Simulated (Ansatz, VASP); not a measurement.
**H in VASP and in Ansatz**

Contents of INCAR:

```
SYSTEM = H
PREC = Accurate
ENCUT = 600
EDIFF = 1E-6
ISMEAR = -1
SIGMA = 0.02
LREAL = .False.
LASPH = .True.
NELM = 100
ALGO = Normal
ISIF = 3
LWAVE = .False.
LCHARG = .False.
IBRION = 2
NSW = 100
EDIFFG = -0.005
```

File KPOINTS:

```
regular mesh
0
Gamma
  14 14 8
  0 0 0
```

File POSCAR:

```
H
1.0
    2.0150000000      0.0000000000      0.0000000000
   -1.0075000000      1.7450411886      0.0000000000
    0.0000000000      0.0000000000      3.2370000000
H
2
Direct
    0.3333333333      0.6666666667      0.2500000000
    0.6666666667      0.3333333333      0.7500000000
```

Input for Ansatz:

```yaml
crystal:
  lattice:
    - [2.015, 0.0, 0.0]
    - [-1.0075, 1.7450411886, 0.0]
    - [0.0, 0.0, 3.237]
  atoms:
    - { symbol: H, position: [0.3333333333, 0.6666666667, 0.25] }
    - { symbol: H, position: [0.6666666667, 0.3333333333, 0.75] }
kpoints:
  mp_grid: { grid: [14, 14, 8] }
scf:
  occupations: { method: fermi_dirac, width: 0.02 }
hamiltonian:
  xc: lda
  pseudopotentials: { kind: paw }
output:
  forces: true
  stress: true
  efg: { contact_densities: true }
relax:
  f_tol: 0.005
  max_steps: 80
  cell: {}
```

Alike in both runs: task relaxation of cell and atoms; functional LDA; k mesh 14 × 14 × 8; occupations fermi-dirac, width 0.02 eV; no spin polarisation.

|  | VASP | Ansatz |
| --- | --- | --- |
| version | VASP 6.6.1 | Ansatz 0.2.0 |
| potentials or method | VASP PAW LDA potentials, release 64 (H) | PAW with Ansatz's default frozen-core files, scalar-relativistic |
| plane-wave cutoff (eV) | 600 | 420 |
| valence electrons in the cell | 2 | 2 |

|  | VASP | Ansatz | Ansatz less VASP |
| --- | --- | --- | --- |
| relaxed volume (Å³/atom) | 2.91 | 2.99 | +0.077 |
| relaxed cell length with the largest relative difference (Å) | 2.462 | 2.024 | -0.4380 |

LDA's correlation is that of Perdew and Zunger in VASP and of Perdew and Wang (1992) in Ansatz. One of these differences is far larger than is usual between the two programs; its cause wasn't traced.

Noted on VASP's run: the volume moved by over 15 % at a fixed basis, so the end points are rough.
